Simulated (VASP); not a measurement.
Ta16H (a cell with a defect): single point with PBE

The system is Ta16H (a cell with a defect).

```
CELL_PARAMETERS angstrom
6.63812 0.00000 0.00000
0.00000 6.63812 0.00000
0.00000 0.00000 6.63812
ATOMIC_POSITIONS crystal
Ta 0.99482 0.99204 0.00002
Ta 0.50168 0.99936 0.00000
Ta 0.99484 0.50795 0.00002
Ta 0.00051 0.00109 0.49999
Ta 0.25514 0.24999 0.25791
Ta 0.50168 0.50063 0.99999
Ta 0.50088 0.99923 0.50001
Ta 0.74824 0.25000 0.25071
Ta 0.00051 0.49890 0.49999
Ta 0.24949 0.75000 0.24891
Ta 0.25511 0.25000 0.74209
Ta 0.50088 0.50078 0.50000
Ta 0.74912 0.75000 0.25077
Ta 0.74826 0.25000 0.74930
Ta 0.24948 0.75000 0.75112
Ta 0.74913 0.75000 0.74921
H 0.12478 0.24999 0.00003
```

```
Program                : VASP 6.6.1
Task                   : single point
Functional             : PBE
Potentials or basis    : VASP PAW PBE potentials, release 64 (Ta_pv, H)
Cutoff                 : 520 eV
k mesh                 : 4 × 4 × 4, shifted
Occupations            : gaussian, width 0.1 eV
Spin                   : no spin polarisation
Dipole correction      : no
Further INCAR settings : LREAL = Auto; ALGO = Normal; EDIFF = 1e-06; NBANDS = 102
```

The pressure is 2.3 GPa. The largest force is 0.013 eV/Å.

Forces in eV/Å, atoms in the order of the input:
```
Ta  -0.008 -0.008 -0.001
Ta   0.000 -0.004  0.000
Ta  -0.009  0.009 -0.001
Ta  -0.011  0.002  0.001
Ta   0.006  0.000  0.010
Ta   0.000  0.004  0.000
Ta  -0.001 -0.001  0.000
Ta   0.004  0.000  0.000
Ta  -0.011 -0.002  0.001
Ta   0.009  0.000  0.001
Ta   0.006  0.000 -0.009
Ta   0.000  0.000  0.000
Ta  -0.001  0.000 -0.001
Ta   0.003  0.000  0.000
Ta   0.010  0.000 -0.003
Ta  -0.001  0.000  0.004
H    0.003  0.000 -0.001
```

Stress tensor (GPa, compression positive):
```
2.37 0.00 0.00
0.00 2.20 0.00
0.00 0.00 2.20
```

Levels at points of the mesh, in eV from the Fermi level:
| k point | band 87 | band 88 | band 89 | band 90 | band 91 | band 92 |
| --- | --- | --- | --- | --- | --- | --- |
| (0.12, 0.12, 0.12) | 0.67 | 0.91 | 0.94 | 0.96 | 0.96 | 0.99 |

Wall time 25 min on 1 thread of Intel(R) Xeon(R) Platinum 8488C (Sapphire Rapids), on a shared host, peak memory 0.72 GiB.

Caveat: spin-orbit coupling is left out, which moves the levels of the heavy elements.
